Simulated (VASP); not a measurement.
Crystal: AlN (m.b).

```xyz
4
Lattice="3.1100 0.0000 0.0000 -1.5550 2.6933 0.0000 0.0000 0.0000 4.9800" Properties=species:S:1:pos:R:3 pbc="T T T"
Al    0.0000    1.7956    0.0000
Al    1.5550    0.8978    2.4900
N     0.0000    1.7956    1.8775
N     1.5550    0.8978    4.3675
```

| Quantity | Value |
| --- | --- |
| Program | VASP 6.6.1 |
| Task | relaxation of cell and atoms |
| Functional | PBE |
| Potentials or basis | VASP PAW PBE potentials, release 64 (Al, N) |
| Cutoff | 600 eV |
| k mesh | 9 × 9 × 6 |
| Occupations | gaussian, width 0.02 eV |
| Spin | no spin polarisation |

At the start: pressure 3.9 GPa; volume 10.43 Å³/atom.

Q: Where does the relaxation end?

A: Over 8 steps the energy falls by 4.2 meV/atom and the volume is 10.62 Å³/atom (+1.9 %); space group P6_3mc (No. 186, to 0.05 Å).

The path:
```tsv
step	energy change (eV)	largest force (eV/Å)	pressure (GPa)	volume (Å³)
1	0.0000	0.3292	3.89	41.71
2	-0.0032	0.1974	-3.20	43.26
3	-0.0163	0.0232	0.01	42.51
4	-0.0163	0.0283	0.08	42.49
5	-0.0167	0.0279	-0.07	42.52
6	-0.0167	0.0278	-0.15	42.53
7	-0.0168	0.0125	0.07	42.48
8	-0.0168	0.0002	0.00	42.50
```

Final structure:
```yaml
crystal:
  lattice:
    - [3.12809, 0.00000, 0.00000]
    - [-1.56405, 2.70901, 0.00000]
    - [0.00000, 0.00000, 5.01504]
  atoms:
    - { symbol: Al, position: [0.33333, 0.66667, 0.99774] }
    - { symbol: Al, position: [0.66667, 0.33333, 0.49774] }
    - { symbol: N, position: [0.33333, 0.66667, 0.37926] }
    - { symbol: N, position: [0.66667, 0.33333, 0.87926] }
```
